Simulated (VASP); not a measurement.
Input of a VASP 6.6.1 run:

The input INCAR:

```
PREC = Accurate ; ENCUT = 520
EDIFF = 1E-7 ; ISMEAR = -1
SIGMA = 0.02 ; LREAL = F
LASPH = T ; NELM = 100
ALGO = Normal ; ISIF = 2
LWAVE = F ; LCHARG = F
GGA = PE ; NBANDS = 11
```

KPOINTS

```
regular mesh
0
Gamma
  12 12 12
```

File POSCAR:

```
BN
1.0
    0.0000000000      1.8048254535      1.7010479899
    1.8048254535      0.0000000000      1.7010479899
    1.8048254535      1.8048254535      0.0000000000
B N
1 1
Direct
    0.0000000000      0.0000000000      0.0000000000
    0.2500000000      0.2500000000      0.2500000000
```

Potentials or basis: VASP PAW PBE potentials, release 64 (B, N).

Run with:

```sh
$ cat potpaw_PBE.64/B/POTCAR potpaw_PBE.64/N/POTCAR > POTCAR
$ mpirun -np 1 vasp_std > vasp.out
```

**Question.** What does it give for the pressure?

**Answer.** 30.7 GPa.

**Question.** Estimate the band gap on the k mesh.

**Answer.** 3.46 eV (least direct gap 8.50 eV).

Stress tensor (GPa, compression positive):
```
18.97  0.00  0.00
 0.00 18.97  0.00
 0.00  0.00 54.24
```

Caveat: the cell differs from its parent crystal (uniaxial z strain -5.8%); the cell stands under pressure. A k mesh can miss the band edges.
